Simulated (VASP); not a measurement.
Wanted: the native input for a VASP 6.6.1 run.

```yaml
Task: single point
Functional: PBE
Dispersion: D4
Potentials_or_basis: VASP PAW PBE potentials, release 64 (Cs_sv, Li_sv, Cr_pv, Te, S)
Cutoff: 520 eV
k_mesh: 3 × 3 × 2
Occupations: fermi-dirac, width 0.05 eV
Spin: collinear spin, ferromagnetic start
Starting_moments: "[0.0, 0.0, 3.0, 3.0, 0.0, 0.0, 0.0, 0.0, 0.0] μB"
Dipole_correction: no
Further_INCAR_settings: ALGO = Normal; EDIFF = 1e-06; NBANDS = 47
```

The structure of CsLiCr2Te2S3 lies in POSCAR:

```
CsLiCr2Te2S3
1.0
    3.0670570663     -5.2671663570     -0.0431594498
    3.0670570663      5.2671663570     -0.0431594498
   -2.7148989185      0.0000000000      7.8528686744
Cs Li Cr Te S
1 1 2 2 3
Direct
    0.0861945024      0.0861945024     -0.0056769342
    0.6781002380      0.6781002380      0.5232782320
    0.0304202991      0.4115596563      0.5557807799
    0.4115596563      0.0304202991      0.5557807799
    0.5658572400      0.9922271652      0.2840130879
    0.9922271652      0.5658572400      0.2840130879
    0.7720900474      0.4339599692      0.7085147372
    0.4339599692      0.7720900474      0.7085147372
    0.0970408825      0.0970408825      0.5948214922
```

One way to write it, as run:

INCAR

```
SYSTEM = CsLiCr2Te2S3
ALGO = Normal
EDIFF = 1E-6
ENCUT = 520
GGA = PE
ISIF = 2
ISMEAR = -1
ISPIN = 2
IVDW = 13
LASPH = .True.
LCHARG = .False.
LMAXMIX = 4
LORBIT = 11
LREAL = .False.
LWAVE = .False.
MAGMOM = 0 0 3 3 0 0 0 0 0
NBANDS = 47
NELM = 150
PREC = Accurate
SIGMA = 0.05
```

KPOINTS

```
k-points
0
Gamma
  3 3 2
  0 0 0
```

Potentials or basis: VASP PAW PBE potentials, release 64 (Cs_sv, Li_sv, Cr_pv, Te, S).

Command:

```bash
$ cat potpaw_PBE.64/Cs_sv/POTCAR potpaw_PBE.64/Li_sv/POTCAR potpaw_PBE.64/Cr_pv/POTCAR potpaw_PBE.64/Te/POTCAR potpaw_PBE.64/S/POTCAR > POTCAR
$ mpirun -np 1 vasp_std > vasp.out
```

Results of the run:

| Property | Result |
| --- | --- |
| Largest force | 0.012 eV/Å |
| Net moment | 4.73 μB per cell |
| Site moments | Cs -0.00; Li +0.00; Cr +2.41; Te -0.10; S -0.07, -0.09 (each value once) μB |
| Valence electrons inside the program's atomic spheres | Cs 6.57; Li 2.06; Cr 10.80; Te 3.39; S 3.74, 3.76 (each value once) |
| Dispersion energy per atom | -0.282 eV |

Caveat: the k points lie up to 0.41 Å⁻¹ apart; the run started ferromagnetic, and an antiferromagnetic order may lie lower in energy.

Wall time 3.7 min on 1 thread of Intel(R) Xeon(R) Platinum 8375C CPU @ 2.90GHz (Ice Lake), on a shared host, peak memory 0.58 GiB.
